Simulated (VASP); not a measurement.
A run of VASP 6.6.1 is set up as follows.

The input INCAR:

```
SYSTEM = AlRu
PREC = Accurate ; ENCUT = 520
EDIFF = 1E-8 ; ISMEAR = -1
SIGMA = 0.05 ; LREAL = .False.
LASPH = .True. ; NELM = 100
ALGO = Normal ; ISIF = 2
LWAVE = .False. ; LCHARG = .False.
GGA = PE ; LEFG = .True.
NBANDS = 16
```

The input KPOINTS:

```
regular mesh
0
Gamma
  12 12 12
  0 0 0
```

POSCAR

```
AlRu
1.0
    2.9916000000      0.0000000000      0.0000000000
    0.0000000000      2.9916000000      0.0000000000
    0.0000000000      0.0000000000      2.9916000000
Al Ru
1 1
Direct
    0.0385980746      0.0385980746      0.0385980746
    0.5000000000      0.5000000000      0.5000000000
```

Potentials or basis: VASP PAW PBE potentials, release 64 (Al, Ru_pv).

Launch:

```bash
$ cat potpaw_PBE.64/Al/POTCAR potpaw_PBE.64/Ru_pv/POTCAR > POTCAR
$ mpirun -np 1 vasp_std > vasp.out
```

**Question.** Estimate the largest force.

**Answer.** 1.689 eV/Å.

**Question.** Predict the pressure.

**Answer.** 5.6 GPa.

Forces in eV/Å, atoms in the order of the input:
```
Al  -0.975 -0.975 -0.975
Ru   0.975  0.975  0.975
```

Caveat: the cell differs from its parent crystal (atom 1 (Al) moved by [0.11547, 0.11547, 0.11547] A); without QUAD_EFG the Cq values of the log hold for a quadrupole moment of 1 mb, not for the nuclei; forces of over 1 eV/Å act on the atoms, so gaps and moduli don't describe the material at rest.
